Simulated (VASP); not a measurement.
A run of VASP 6.6.1 is set up as follows.

Contents of INCAR:

```
SYSTEM = Al3Cl
ALGO = Normal
EDIFF = 1E-6
EDIFFG = -0.04
ENCUT = 600
GGA = PE
IBRION = 2
ISIF = 3
ISMEAR = 0
LASPH = .TRUE.
LCHARG = .FALSE.
LREAL = .FALSE.
LWAVE = .FALSE.
NELM = 60
NSW = 90
PREC = Accurate
SIGMA = 0.1
```

Contents of KPOINTS:

```
k-points
0
G
  6 6 4
  0 0 0
```

Contents of POSCAR:

```
Al3Cl
1.0
    4.5846716200      0.0000000000      0.0000000000
   -2.2923358100      3.9704420900      0.0000000000
    0.0000000000      0.0000000000      4.5067131200
Al Cl
3 1
Direct
    0.5000000000      0.0000000000      0.5000000000
    0.0000000000      0.5000000000      0.5000000000
    0.5000000000      0.5000000000      0.5000000000
    0.0000000000      0.0000000000      0.0000000000
```

Potentials or basis: VASP PAW PBE potentials, release 64 (Al, Cl).

Command:

```sh
$ cat potpaw_PBE.64/Al/POTCAR potpaw_PBE.64/Cl/POTCAR > POTCAR
$ mpirun -np 1 vasp_std > vasp.out
```

Task: What does it give for the band gap on the k mesh?

Result: Zero (bands 8 and 9 overlap by 1.96 eV).

Task: Estimate the space group after relaxing (to 0.1 Å).

Result: P6/mmm (No. 191).

Task: Estimate the relaxed cell.

Result: a = 5.732 Å, b = 5.732 Å, c = 2.923 Å, α = 90.00°, β = 90.00°, γ = 120.00°.

Task: Predict the relaxed volume.

Result: 20.80 Å³/atom.

Stress tensor (GPa, compression positive):
```
-0.04  0.00  0.00
 0.00 -0.04  0.00
 0.00  0.00  0.24
```

Caveat: a cell axis changed by over 15 % at a fixed basis, so the end point is rough.
